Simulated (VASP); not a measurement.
Write the native input for VASP 6.6.1 that does the following.

- Task: single point
- Functional: LDA
- Potentials or basis: VASP PAW LDA potentials, release 64 (Na_pv, Cl)
- Cutoff: 520 eV
- k mesh: 12 × 12 × 12
- Occupations: gaussian, width 0.1 eV
- Spin: no spin polarisation
- Dipole correction: no
- Further INCAR settings: ALGO = Normal; EDIFF = 1e-06; NBANDS = 18

The structure of Na2Cl lies in POSCAR:

```
Na2Cl
1.0
    1.9123148476      1.1040754920      6.5612086664
   -1.9123148476      1.1040754920      6.5612086664
    0.0000000000     -2.2081509841      6.5612086664
Na Cl
2 1
Direct
    0.7539326548      0.7539326548      0.7539326548
    0.2460673452      0.2460673452      0.2460673452
    0.0000000000      0.0000000000      0.0000000000
```

These files were run (other wordings do the same):

INCAR

```
ALGO = Normal
EDIFF = 1E-6
ENCUT = 520
GGA = CA
ISIF = 2
ISMEAR = 0
LASPH = T
LCHARG = F
LREAL = F
LWAVE = F
NBANDS = 18
NELM = 100
PREC = Accurate
SIGMA = 0.1
```

KPOINTS

```
k-points
0
Gamma
  12 12 12
```

Potentials or basis: VASP PAW LDA potentials, release 64 (Na_pv, Cl).

Launch:

```console
$ cat potpaw_LDA.64/Na_pv/POTCAR potpaw_LDA.64/Cl/POTCAR > POTCAR
$ mpirun -np 1 vasp_std > vasp.out
```

Results of the run:

```
Pressure               : -1.0 GPa
Largest force          : 0.146 eV/Å
Band gap on the k mesh : zero (an odd number of electrons rules out a gap without spin polarisation)
```

Run time: 6.4 min on 1 thread of AMD EPYC 9R45 96-Core Processor (Zen 5) (shared host), peak memory 0.42 GiB.
